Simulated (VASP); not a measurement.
# Si (Fd-3m) in VASP: notebook

Runs on Si. Level: LDA. Tasks: single point.

Program: VASP 6.6.1. These are calculated values, not measurements. Logs are shortened: lines on timing, memory, paths and dates and some standing lists are left out, and cuts for length are marked.

## Step 1: The cell of the first run

Symmetry: Fd-3m, No. 227, cubic system. Conventional cell: a = 5.402 Å, b = 5.402 Å, c = 5.402 Å, α = 90.00°, β = 90.00°, γ = 90.00°. Si (site symmetry -43m) has 4 Si at 2.34 Å within 3.1 Å.

## Step 2: Single point, LDA

The input, INCAR:

```
PREC = Accurate
ENCUT = 520
EDIFF = 1E-6
ISMEAR = 0
SIGMA = 0.02
LREAL = False
LASPH = True
NELM = 100
ALGO = Normal
ISIF = 2
LWAVE = False
LCHARG = False
GGA = CA
NBANDS = 11
```

The input, KPOINTS:

```
Automatic mesh
0
Gamma
  8 8 8
```

The input, POSCAR:

```
Si
1.0
    0.0000000000      2.7007939031      2.7007939031
    2.7007939031      0.0000000000      2.7007939031
    2.7007939031      2.7007939031      0.0000000000
Si
2
Direct
    0.5000000000      0.5000000000      0.5000000000
    0.7500000000      0.7500000000      0.7500000000
```

Potentials or basis: VASP PAW LDA potentials, release 64 (Si).

Command:

```bash
> cat potpaw_LDA.64/Si/POTCAR > POTCAR
> mpirun -np 1 vasp_std > vasp.out
```

OUTCAR:

```text
PREC = Accurate
   ENCUT = 520
   EDIFF = 1E-6
   ISMEAR = 0
   LREAL = False
   LASPH = True
   NELM = 100
   ISIF = 2
   GGA = CA

 ion  position               nearest neighbor table
   1  0.500  0.500  0.500-   2 2.34   2 2.34   2 2.34   2 2.34
   2  0.750  0.750  0.750-   1 2.34   1 2.34   1 2.34   1 2.34

  LATTYP: Found a face centered cubic cell.
 ALAT       =     5.4015878062

  Lattice vectors:

 A1 = (   0.0000000000,   2.7007939031,   2.7007939031)
 A2 = (   2.7007939031,   0.0000000000,   2.7007939031)
 A3 = (   2.7007939031,   2.7007939031,   0.0000000000)

Analysis of symmetry for initial positions (statically):
=====================================================================
 Subroutine PRICEL returns:
 Original cell was already a primitive cell.

 Routine SETGRP: Setting up the symmetry group for a
 face centered cubic supercell.

 Subroutine GETGRP returns: Found 48 space group operations
 (whereof 24 operations were pure point group operations)
 out of a pool of 48 trial point group operations.

The static configuration has the point symmetry T_d .
 The point group associated with its full space group is O_h .

Analysis of symmetry for dynamics (positions and initial velocities):
=====================================================================
 Subroutine PRICEL returns:
 Original cell was already a primitive cell.

 Routine SETGRP: Setting up the symmetry group for a
 face centered cubic supercell.

 Subroutine GETGRP returns: Found 48 space group operations
 (whereof 24 operations were pure point group operations)
 out of a pool of 48 trial point group operations.

The dynamic configuration has the point symmetry T_d .
 The point group associated with its full space group is O_h .

 Subroutine INISYM returns: Found 48 space group operations
 (whereof 24 operations are pure point group operations),
 and found     1 'primitive' translations

----------------------------------------------------------------------------------------

                                     Primitive cell

  volume of cell :      39.4007

  direct lattice vectors                    reciprocal lattice vectors
     0.000000000  2.700793903  2.700793903    -0.185130750  0.185130750  0.185130750
     2.700793903  0.000000000  2.700793903     0.185130750 -0.185130750  0.185130750
     2.700793903  2.700793903  0.000000000     0.185130750  0.185130750 -0.185130750

  length of vectors
     3.819499367  3.819499367  3.819499367     0.320655864  0.320655864  0.320655864
[... 76 lines left out ...]
   LNONCOLLINEAR =      F non collinear calculations
   LSORBIT =      F    spin-orbit coupling
   LASPH  =      T    aspherical Exc in radial PAW
   ENCUT  =  520.0 eV  38.22 Ry    6.18 a.u.   7.10  7.10  7.10*2*pi/ulx,y,z
   NELM   =    100;   NELMIN=  2; NELMDL= -5     # of ELM steps
   EDIFF  = 0.1E-05   stopping-criterion for ELM
   LREAL  =      F    real-space projection
[... 7 lines left out ...]
   TEBEG  =    0.0;   TEEND  =   0.0 temperature during run
   PSTRESS=    0.0 pullay stress
   NELECT =       8.0000    total number of electrons
   NUPDOWN=      -1.0000    fix difference up-down
   EMIN   =  10.00;   EMAX   =-10.00  energy-range for DOS
   EFERMI =   0.00;   METHOD = LEGACY
   ISMEAR =     0;   SIGMA  =   0.02  broadening in eV -4-tet -1-fermi 0-gaus
   EFERMI_NEDOS =   21; number of points for ismear=-14 and -15
   IALGO  =     38    algorithm
   IMIX   =      4    mixing-type and parameters
     AMIX     =   0.40;   BMIX     =  1.00
     AMIX_MAG =   1.60;   BMIX_MAG =  1.00
  volume/ion in A,a.u.               =      19.70       132.94
  Fermi-wavevector in a.u.,A,eV,Ry     =   0.962210  1.818314 12.596939  0.925849
  Thomas-Fermi vector in A             =   2.091650
   LORBIT       =      0    0 simple, 1 ext, 2 COOP (PROOUT), +10 PAW based schemes
   GGA     = CA    functional components
   LHFCALC =     F    Hartree Fock is set to
   AEXX    =    0.0000 exact exchange contribution
   IVDW    =     0    specifies the selected vdW correction
   LEPSILON=     F    determine dielectric tensor
   LRPA    =     F    only Hartree local field effects (RPA)
 non-spin polarized calculation
 Gauss-broadening in eV      SIGMA  =   0.02
  energy-cutoff  :      520.00
  volume of cell :       39.40
 maximum number of plane-waves:      1069
   NGX = 15   NGY = 15   NGZ = 15

 number of electron       8.0000001 magnetization

 Free energy of the ion-electron system (eV)
  ---------------------------------------------------
  ext. energy  EPLUGINS =         0.00000000
  ---------------------------------------------------
  free energy    TOTEN  =       -11.91556415 eV

  energy without entropy =      -11.91556415  energy(sigma->0) =      -11.91556415

 E-fermi :   6.0835     XC(G=0):  -9.6659

 val. band max:        5.9370447100   @ k =   0.0000   0.0000   0.0000
 cond. band min:       6.4261306048   @ k =   0.3750   0.3750   0.0000
 fundamental gap:      0.4890858948
 Fermi energy:         6.0834988605

 k-point     1 :       0.0000    0.0000    0.0000
  band No.  band energies     occupation
      1      -6.1314      2.00000
      2       5.9370      2.00000
      3       5.9370      2.00000
      4       5.9370      2.00000
      5       8.4673      0.00000
      6       8.4673      0.00000
      7       8.4673      0.00000
      8       9.3315      0.00000
      9      13.6723      0.00000
     10      13.6723      0.00000
     11      13.6821      0.00000
[... 309 lines left out ...]
 k-point    24 :      -0.3750    0.2500    0.1250
  band No.  band energies     occupation
      1      -3.2072      2.00000
      2      -0.9207      2.00000
      3       2.4208      2.00000
      4       3.7348      2.00000
      5       8.9577      0.00000
      6       8.9765      0.00000
      7      11.8300      0.00000
      8      13.0061      0.00000
      9      13.3058      0.00000
     10      16.4710      0.00000
     11      17.6326      0.00000

 [... further k-points ...]
[... 5 lines left out ...]
  --------------------------------------------------------------------------------------
  -------------------------------------------------------------------------------------
  Total        0.0184620      0.0184620      0.0184620     -0.0000000      0.0000000     -0.0000000
  in kB        0.7507315      0.7507315      0.7507315     -0.0000000      0.0000000     -0.0000000
  external PRESSURE =       0.7507315 kB  Pullay stress =       0.0000000 kB

 VOLUME and BASIS-vectors are now :
 -----------------------------------------------------------------------------
  energy-cutoff  :      520.00
  volume of cell :       39.40
      direct lattice vectors                 reciprocal lattice vectors
     0.000000000  2.700793903  2.700793903    -0.185130750  0.185130750  0.185130750
     2.700793903  0.000000000  2.700793903     0.185130750 -0.185130750  0.185130750
     2.700793903  2.700793903  0.000000000     0.185130750  0.185130750 -0.185130750

 POSITION                                       TOTAL-FORCE (eV/Angst)
 -----------------------------------------------------------------------------------
      2.70079      2.70079      2.70079        -0.000000     -0.000000     -0.000000
      4.05119      4.05119      4.05119         0.000000      0.000000      0.000000
 -----------------------------------------------------------------------------------
    total drift:                                0.000000      0.000000     -0.000000

  FREE ENERGIE OF THE ION-ELECTRON SYSTEM (eV)
  ---------------------------------------------------
  free  energy   TOTEN  =       -11.9155641461 eV

  energy  without entropy=      -11.9155641461  energy(sigma->0) =      -11.91556415
```

stdout:

```text
POSCAR found type information on POSCAR Si
 POSCAR found :  1 types and       2 ions
 scaLAPACK will be used
 LDA part: xc-table for (Slater(with rela. corr.)+CA(PZ))
 , standard interpolation
 POSCAR, INCAR and KPOINTS ok, starting setup
 FFT: planning ... GRIDC
 FFT: planning ... GRID_SOFT
 FFT: planning ... GRID
 WAVECAR not read
 entering main loop
```

Wall time 3.9 s (1 thread of Intel Xeon 6975P-C (Granite Rapids), shared host); peak memory 0.13 GiB.

What came out:

```yaml
Free_energy: -11.9156 eV
Pressure: 0.1 GPa
Band_gap_on_the_k_mesh: 0.49 eV, indirect (least direct gap 2.53 eV)
```

## Step 3: Single point, LDA

The input, INCAR:

```
PREC     = Accurate       # precision mode
ENCUT    = 520            # plane-wave cutoff, eV
EDIFF    = 1E-6           # SCF threshold, eV
ISMEAR   = 0              # smearing method
SIGMA    = 0.02           # smearing width, eV
LREAL    = False          # projectors in reciprocal space
LASPH    = True           # aspherical terms in the spheres
NELM     = 80             # most SCF steps
ALGO     = Normal         # electronic algorithm
ISIF     = 2              # what is computed and relaxed
LWAVE    = False          # write WAVECAR
LCHARG   = False          # write CHGCAR
GGA      = CA             # functional
NBANDS   = 11             # bands
```

The input, KPOINTS:

```
regular mesh
0
Gamma
  10 10 10
```

POSCAR is that of step 2.

Potentials or basis: VASP PAW LDA potentials, release 64 (Si).

Command:

```bash
> cat potpaw_LDA.64/Si/POTCAR > POTCAR
> mpirun -np 1 vasp_std > vasp.out
```

Wall time 6 s (1 thread of Intel Xeon 6975P-C (Granite Rapids), shared host); peak memory 0.14 GiB.

The run converged. Its results:

```yaml
Free_energy: -11.9191 eV
Pressure: 0.1 GPa
Band_gap_on_the_k_mesh: 0.45 eV, indirect (least direct gap 2.53 eV)
```

Levels at points of the mesh, in eV from the valence-band top:
```
           k point  band 2  band 3  band 4  band 5  band 6  band 7
(0.00, 0.00, 0.00)    0.00    0.00    0.00    2.53    2.53    2.53
(0.50, 0.00, 0.00)   -7.07   -1.21   -1.21    1.49    3.29    3.29
(0.50, 0.50, 0.00)   -7.87   -2.90   -2.90    0.57    0.57   10.12
```
